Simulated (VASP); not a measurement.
# Ni (Fm-3m) in VASP: a series of runs

The runs below take Ni through single point, with LDA.

Everything below comes from runs of VASP 6.6.1. Logs are shortened: lines on timing, memory, paths and dates and some standing lists are left out, and cuts for length are marked.

### Step 1. The cell of the first run

It takes space group Fm-3m (No. 225, cubic). Conventional cell: a = 3.618 Å, b = 3.618 Å, c = 3.618 Å, α = 90.00°, β = 90.00°, γ = 90.00°. Within 3.4 Å of Ni (site symmetry m-3m) lie 12 Ni at 2.56 Å.

### Step 2. Single point, LDA, collinear spin, ferromagnetic start

INCAR reads:

```
SYSTEM = Ni
ALGO = Normal ; EDIFF = 1E-6
ENCUT = 520 ; GGA = CA
ISIF = 2 ; ISMEAR = 0
ISPIN = 2 ; LASPH = .TRUE.
LCHARG = .TRUE. ; LELF = .TRUE.
LMAXMIX = 4 ; LORBIT = 11
LREAL = .FALSE. ; LVHAR = .TRUE.
LWAVE = .FALSE. ; MAGMOM = 0.625
NBANDS = 15 ; NELM = 150
NUPDOWN = 0.625 ; PREC = Accurate
SIGMA = 0.15
```

KPOINTS reads:

```
k-points
0
G
  24 24 24
  0 0 0
```

POSCAR reads:

```
Ni
1.0
    0.0000000000      1.8091101921      1.8091101921
    1.8091101921      0.0000000000      1.8091101921
    1.8091101921      1.8091101921      0.0000000000
Ni
1
Direct
    0.0000000000      0.0000000000      0.0000000000
```

Potentials or basis: VASP PAW LDA potentials, release 64 (Ni).

Command:

```
cat potpaw_LDA.64/Ni/POTCAR > POTCAR
mpirun -np 1 vasp_std > vasp.out
```

OUTCAR:

```text
SYSTEM = Ni
   EDIFF = 1E-6
   ENCUT = 520
   GGA = CA
   ISIF = 2
   ISMEAR = 0
   ISPIN = 2
   LASPH = .TRUE.
   LORBIT = 11
   LREAL = .FALSE.
   NELM = 150
   NUPDOWN = 0.625
   PREC = Accurate

 ion  position               nearest neighbor table
   1  0.000  0.000  0.000-

  LATTYP: Found a face centered cubic cell.
 ALAT       =     3.6182203842

  Lattice vectors:

 A1 = (   0.0000000000,   1.8091101921,   1.8091101921)
 A2 = (   1.8091101921,   0.0000000000,   1.8091101921)
 A3 = (   1.8091101921,   1.8091101921,   0.0000000000)

Analysis of symmetry for initial positions (statically):
=====================================================================
 Subroutine PRICEL returns:
 Original cell was already a primitive cell.

 Routine SETGRP: Setting up the symmetry group for a
 face centered cubic supercell.

 Subroutine GETGRP returns: Found 48 space group operations
 (whereof 48 operations were pure point group operations)
 out of a pool of 48 trial point group operations.

The static configuration has the point symmetry O_h .

Analysis of symmetry for dynamics (positions and initial velocities):
=====================================================================
 Subroutine PRICEL returns:
 Original cell was already a primitive cell.

 Routine SETGRP: Setting up the symmetry group for a
 face centered cubic supercell.

 Subroutine GETGRP returns: Found 48 space group operations
 (whereof 48 operations were pure point group operations)
 out of a pool of 48 trial point group operations.

The dynamic configuration has the point symmetry O_h .

Analysis of structural, dynamic, and magnetic symmetry:
=====================================================================
 Subroutine PRICEL returns:
 Original cell was already a primitive cell.

 Routine SETGRP: Setting up the symmetry group for a
 face centered cubic supercell.

 Subroutine GETGRP returns: Found 48 space group operations
 (whereof 48 operations were pure point group operations)
 out of a pool of 48 trial point group operations.

The overall configuration has the point symmetry O_h .

 Subroutine INISYM returns: Found 48 space group operations
 (whereof 48 operations are pure point group operations),
 and found     1 'primitive' translations

----------------------------------------------------------------------------------------

                                     Primitive cell

  volume of cell :      11.8420

  direct lattice vectors                    reciprocal lattice vectors
     0.000000000  1.809110192  1.809110192    -0.276378964  0.276378964  0.276378964
     1.809110192  0.000000000  1.809110192     0.276378964 -0.276378964  0.276378964
     1.809110192  1.809110192  0.000000000     0.276378964  0.276378964 -0.276378964

  length of vectors
     2.558468169  2.558468169  2.558468169     0.478702407  0.478702407  0.478702407

  position of ions in fractional coordinates (direct lattice)
     0.000000000  0.000000000  0.000000000

  ion indices of the primitive-cell ions
   primitive index   ion index
                 1           1

----------------------------------------------------------------------------------------

 KPOINTS: k-points

Automatic generation of k-mesh.
 Grid dimensions read from file:
 generate k-points for:   24   24   24

 Generating k-lattice:

  Cartesian coordinates                     Fractional coordinates (reciprocal lattice)
    -0.011515790  0.011515790  0.011515790     0.041666667  0.000000000  0.000000000
     0.011515790 -0.011515790  0.011515790     0.000000000  0.041666667  0.000000000
     0.011515790  0.011515790 -0.011515790     0.000000000  0.000000000  0.041666667

  Length of vectors
     0.019945934  0.019945934  0.019945934

  Shift w.r.t. Gamma in fractional coordinates (k-lattice)
     0.000000000  0.000000000  0.000000000

 Subroutine IBZKPT returns following result:
 ===========================================

 Found    413 irreducible k-points:

 Following reciprocal coordinates:
            Coordinates               Weight
  0.000000  0.000000  0.000000      1.000000
  0.041667  0.000000  0.000000      8.000000
  0.083333  0.000000  0.000000      8.000000
  0.125000  0.000000  0.000000      8.000000
  0.166667  0.000000  0.000000      8.000000
  0.208333  0.000000  0.000000      8.000000
[... 16 lines left out ...]
  0.416667  0.041667  0.000000     24.000000
  0.458333  0.041667  0.000000     24.000000
 [... further k-points ...]
   k-points           NKPTS =    413   k-points in BZ     NKDIM =    413   number of bands    NBANDS=     15
   number of dos      NEDOS =    301   number of ions     NIONS =      1
   total plane-waves  NPLWV =   8000
   dimension x,y,z NGX =    20 NGY =   20 NGZ =   20
   dimension x,y,z NGXF=    40 NGYF=   40 NGZF=   40
   ions per type =               1
   NGX,Y,Z   is equivalent  to a cutoff of  13.00, 13.00, 13.00 a.u.
   NGXF,Y,Z  is equivalent  to a cutoff of  25.99, 25.99, 25.99 a.u.
 SYSTEM =  Ni
   PREC   = accura    normal or accurate (medium, high low for compatibility)
   ISTART =      0    job   : 0-new  1-cont  2-samecut
   ICHARG =      2    charge: 1-file 2-atom 10-const
   ISPIN  =      2    spin polarized calculation?
   LNONCOLLINEAR =      F non collinear calculations
   LSORBIT =      F    spin-orbit coupling
   LASPH  =      T    aspherical Exc in radial PAW
   ENCUT  =  520.0 eV  38.22 Ry    6.18 a.u.   4.76  4.76  4.76*2*pi/ulx,y,z
   NELM   =    150;   NELMIN=  2; NELMDL= -5     # of ELM steps
   EDIFF  = 0.1E-05   stopping-criterion for ELM
   LREAL  =      F    real-space projection
   EDIFFG = 0.1E-04   stopping-criterion for IOM
   NSW    =      0    number of steps for IOM
   IBRION =     -1    ionic relax: 0-MD 1-quasi-New 2-CG
   NFREE  =      0    steps in history (QN), initial steepest desc. (CG)
   ISIF   =      2    stress and relaxation
   ISYM   =      2    0-nonsym 1-usesym 2-fastsym
   POTIM  = 0.5000    time-step for ionic-motion
   TEBEG  =    0.0;   TEEND  =   0.0 temperature during run
   PSTRESS=    0.0 pullay stress
   NELECT =      10.0000    total number of electrons
   NUPDOWN=       0.6250    fix difference up-down
   EMIN   =  10.00;   EMAX   =-10.00  energy-range for DOS
   EFERMI =   0.00;   METHOD = LEGACY
   ISMEAR =     0;   SIGMA  =   0.15  broadening in eV -4-tet -1-fermi 0-gaus
   EFERMI_NEDOS =   21; number of points for ismear=-14 and -15
   IALGO  =     38    algorithm
   IMIX   =      4    mixing-type and parameters
     AMIX     =   0.40;   BMIX     =  1.00
     AMIX_MAG =   1.60;   BMIX_MAG =  1.00
  volume/ion in A,a.u.               =      11.84        79.91
  Fermi-wavevector in a.u.,A,eV,Ry     =   1.547390  2.924143 32.578009  2.394416
  Thomas-Fermi vector in A             =   2.652490
   LORBIT       =     11    0 simple, 1 ext, 2 COOP (PROOUT), +10 PAW based schemes
   GGA     = CA    functional components
   LHFCALC =     F    Hartree Fock is set to
   AEXX    =    0.0000 exact exchange contribution
   IVDW    =     0    specifies the selected vdW correction
   LEPSILON=     F    determine dielectric tensor
   LRPA    =     F    only Hartree local field effects (RPA)
 spin polarized calculation
 Gauss-broadening in eV      SIGMA  =   0.15
  energy-cutoff  :      520.00
  volume of cell :       11.84
 maximum number of plane-waves:       332
   NGX =  9   NGY =  9   NGZ =  9

 number of electron      10.0000000 magnetization       0.6250000

 number of electron       9.9999989 magnetization       0.6249999

 Free energy of the ion-electron system (eV)
  ---------------------------------------------------
  ext. energy  EPLUGINS =         0.00000000
  ---------------------------------------------------
  free energy    TOTEN  =        -6.40327685 eV

  energy without entropy =       -6.37986361  energy(sigma->0) =       -6.39157023

 E-fermi :   7.8661     XC(G=0): -13.1172

 val. band max:        7.8649951904   @ k =   0.4167   0.3333   0.0417
 cond. band min:       7.8668721274   @ k =  -0.3333   0.0417   0.0000
 fundamental gap:      0.0018769371
 Fermi energy:         7.8805961453

 spin component 1

 k-point     1 :       0.0000    0.0000    0.0000
  band No.  band energies     occupation
      1      -0.5393      1.00000
      2       5.7186      1.00000
      3       5.7186      1.00000
      4       5.7186      1.00000
      5       6.7355      1.00000
      6       6.7355      1.00000
      7      30.9428      0.00000
      8      34.0239      0.00000
      9      34.0239      0.00000
     10      34.0239      0.00000
     11      36.7708      0.00000
     12      36.7708      0.00000
     13      36.7708      0.00000
     14      40.1174      0.00000
     15      45.2176      0.00000
[... 397 lines left out ...]
 k-point    24 :       0.4583    0.0417    0.0000
  band No.  band energies     occupation
      1       3.5031      1.00000
      2       5.7145      1.00000
      3       5.7656      1.00000
      4       6.8170      1.00000
      5       7.3233      1.00000
      6       7.7821      0.82354
      7      13.7806      0.00000
      8      29.2599      0.00000
      9      30.1898      0.00000
     10      30.8074      0.00000
     11      34.6838      0.00000
     12      35.0750      0.00000
     13      39.8956      0.00000
     14      49.2028      0.00000
     15      51.4738      0.00000

 [... further k-points ...]

 spin component 2

 k-point     1 :       0.0000    0.0000    0.0000
  band No.  band energies     occupation
      1      -0.5028      1.00000
      2       6.3528      1.00000
      3       6.3528      1.00000
      4       6.3528      1.00000
      5       7.3237      1.00000
      6       7.3237      1.00000
      7      30.9141      0.00000
      8      34.0793      0.00000
      9      34.0793      0.00000
     10      34.0793      0.00000
     11      36.9267      0.00000
     12      36.9267      0.00000
     13      36.9267      0.00000
     14      40.0857      0.00000
     15      45.3674      0.00000
[... 397 lines left out ...]
 k-point    24 :       0.4583    0.0417    0.0000
  band No.  band energies     occupation
      1       3.8675      1.00000
      2       6.2850      1.00000
      3       6.3442      1.00000
      4       7.1429      1.00000
      5       7.9912      0.11911
      6       8.2265      0.00034
      7      14.1087      0.00000
      8      29.2458      0.00000
      9      30.3074      0.00000
     10      30.9235      0.00000
     11      34.7871      0.00000
     12      35.1881      0.00000
     13      40.0532      0.00000
     14      49.3266      0.00000
     15      51.5750      0.00000

 [... further k-points ...]
[... 5 lines left out ...]
  --------------------------------------------------------------------------------------
  -------------------------------------------------------------------------------------
  Total       -2.0477812     -2.0477812     -2.0477812      0.0000000      0.0000000     -0.0000000
  in kB     -277.0569722   -277.0569722   -277.0569722      0.0000000      0.0000000     -0.0000000
  external PRESSURE =    -277.0569722 kB  Pullay stress =       0.0000000 kB

 VOLUME and BASIS-vectors are now :
 -----------------------------------------------------------------------------
  energy-cutoff  :      520.00
  volume of cell :       11.84
      direct lattice vectors                 reciprocal lattice vectors
     0.000000000  1.809110192  1.809110192    -0.276378964  0.276378964  0.276378964
     1.809110192  0.000000000  1.809110192     0.276378964 -0.276378964  0.276378964
     1.809110192  1.809110192  0.000000000     0.276378964  0.276378964 -0.276378964

 POSITION                                       TOTAL-FORCE (eV/Angst)
 -----------------------------------------------------------------------------------
      0.00000      0.00000      0.00000         0.000000      0.000000      0.000000
 -----------------------------------------------------------------------------------
    total drift:                                0.000000     -0.000000      0.000000

  FREE ENERGIE OF THE ION-ELECTRON SYSTEM (eV)
  ---------------------------------------------------
  free  energy   TOTEN  =        -6.4032768475 eV

  energy  without entropy=       -6.3798636128  energy(sigma->0) =       -6.39157023

 total charge

# of ion       s       p       d       tot
------------------------------------------
    1        0.466   0.425   8.293   9.184

 magnetization (x)

# of ion       s       p       d       tot
------------------------------------------
    1       -0.005  -0.018   0.658   0.635
```

Run time: 72 s. Hardware: 1 thread of Intel Xeon Platinum 8488C (Sapphire Rapids), shared host; peak memory 0.21 GiB.

What came out:

```
Free energy                                           : -6.4033 eV
Pressure                                              : -27.7 GPa
Net moment                                            : 0.62 μB per cell
Site moments                                          : Ni +0.64 μB
Valence electrons inside the program's atomic spheres : Ni 9.18
```

Caveat: the total moment is fixed, so each spin has its own Fermi level.

### Step 3. Single point, LDA, collinear spin, ferromagnetic start

INCAR reads:

```
SYSTEM = Ni
  PREC = Accurate
  ENCUT = 520
  EDIFF = 1E-6
  ISMEAR = 0
  SIGMA = 0.15
  LREAL = .FALSE.
  LASPH = .TRUE.
  NELM = 150
  ALGO = Fast
  ISIF = 2
  LWAVE = .FALSE.
  LCHARG = .FALSE.
  ISPIN = 2
  MAGMOM = 0.875
  LORBIT = 11
  NUPDOWN = 0.875
  LMAXMIX = 4
  NBANDS = 15
```

KPOINTS reads:

```
regular mesh
0
G
  24 24 24
  0 0 0
```

POSCAR is that of step 2.

Potentials or basis: VASP PAW LDA potentials, release 64 (Ni).

Command:

```
cat potpaw_LDA.64/Ni/POTCAR > POTCAR
mpirun -np 1 vasp_std > vasp.out
```

OUTCAR:

```text
SYSTEM = Ni
   PREC = Accurate
   ENCUT = 520
   EDIFF = 1E-6
   ISMEAR = 0
   LREAL = .FALSE.
   LASPH = .TRUE.
   NELM = 150
   ISIF = 2
   ISPIN = 2
   LORBIT = 11
   NUPDOWN = 0.875

 ion  position               nearest neighbor table
   1  0.000  0.000  0.000-

  LATTYP: Found a face centered cubic cell.
 ALAT       =     3.6182203842

  Lattice vectors:

 A1 = (   0.0000000000,   1.8091101921,   1.8091101921)
 A2 = (   1.8091101921,   0.0000000000,   1.8091101921)
 A3 = (   1.8091101921,   1.8091101921,   0.0000000000)

Analysis of symmetry for initial positions (statically):
=====================================================================
 Subroutine PRICEL returns:
 Original cell was already a primitive cell.

 Routine SETGRP: Setting up the symmetry group for a
 face centered cubic supercell.

 Subroutine GETGRP returns: Found 48 space group operations
 (whereof 48 operations were pure point group operations)
 out of a pool of 48 trial point group operations.

The static configuration has the point symmetry O_h .

Analysis of symmetry for dynamics (positions and initial velocities):
=====================================================================
 Subroutine PRICEL returns:
[... 626 lines left out ...]
      8      34.1174      0.00000
      9      34.1174      0.00000
     10      34.1174      0.00000
     11      36.9591      0.00000
     12      36.9591      0.00000
     13      36.9591      0.00000
     14      40.1300      0.00000
[... 403 lines left out ...]
      4       7.1750      1.00000
      5       8.0140      0.03243
      6       8.2527      0.00002
      7      14.1390      0.00000
      8      29.2850      0.00000
      9      30.3414      0.00000
     10      30.9573      0.00000
     11      34.8221      0.00000
     12      35.2226      0.00000
     13      40.0854      0.00000
     14      49.3691      0.00000
     15      51.6110      0.00000

 [... further k-points ...]
[... 5 lines left out ...]
  --------------------------------------------------------------------------------------
  -------------------------------------------------------------------------------------
  Total       -1.9565323     -1.9565323     -1.9565323      0.0000000      0.0000000     -0.0000000
  in kB     -264.7113414   -264.7113414   -264.7113414      0.0000000      0.0000000     -0.0000000
  external PRESSURE =    -264.7113414 kB  Pullay stress =       0.0000000 kB

 VOLUME and BASIS-vectors are now :
 -----------------------------------------------------------------------------
  energy-cutoff  :      520.00
  volume of cell :       11.84
      direct lattice vectors                 reciprocal lattice vectors
     0.000000000  1.809110192  1.809110192    -0.276378964  0.276378964  0.276378964
     1.809110192  0.000000000  1.809110192     0.276378964 -0.276378964  0.276378964
     1.809110192  1.809110192  0.000000000     0.276378964  0.276378964 -0.276378964

 POSITION                                       TOTAL-FORCE (eV/Angst)
 -----------------------------------------------------------------------------------
      0.00000      0.00000      0.00000        -0.000000      0.000000     -0.000000
 -----------------------------------------------------------------------------------
    total drift:                                0.000000      0.000000      0.000000

  FREE ENERGIE OF THE ION-ELECTRON SYSTEM (eV)
  ---------------------------------------------------
  free  energy   TOTEN  =        -6.3622010214 eV

  energy  without entropy=       -6.3417785749  energy(sigma->0) =       -6.35198980

 total charge

# of ion       s       p       d       tot
------------------------------------------
    1        0.474   0.438   8.264   9.176

 magnetization (x)

# of ion       s       p       d       tot
------------------------------------------
    1        0.004  -0.002   0.870   0.873
```

stdout:

```text
POSCAR found type information on POSCAR Ni
 POSCAR found :  1 types and       1 ions
 scaLAPACK will be used
 LDA part: xc-table for (Slater(with rela. corr.)+CA(PZ))
 , standard interpolation
 POSCAR, INCAR and KPOINTS ok, starting setup
 FFT: planning ... GRIDC
 FFT: planning ... GRID_SOFT
 FFT: planning ... GRID
 WAVECAR not read
 entering main loop
WARNING in EDDRMM: call to ZHEGV failed, returncode =   8  4     15
WARNING in EDDRMM: call to ZHEGV failed, returncode =   8  4     12
WARNING in EDDRMM: call to ZHEGV failed, returncode =   6  3     13
```

Wall time 73 s (1 thread of Intel Xeon Platinum 8488C (Sapphire Rapids), shared host); peak memory 0.21 GiB.

Results:

| Property | Result |
| --- | --- |
| Free energy | -6.3622 eV |
| Pressure | -26.5 GPa |
| Net moment | 0.87 μB per cell |
| Site moments | Ni +0.87 μB |
| Valence electrons inside the program's atomic spheres | Ni 9.18 |

Caveat: the total moment is fixed, so each spin has its own Fermi level.

(Continued in part 2 of 2.)
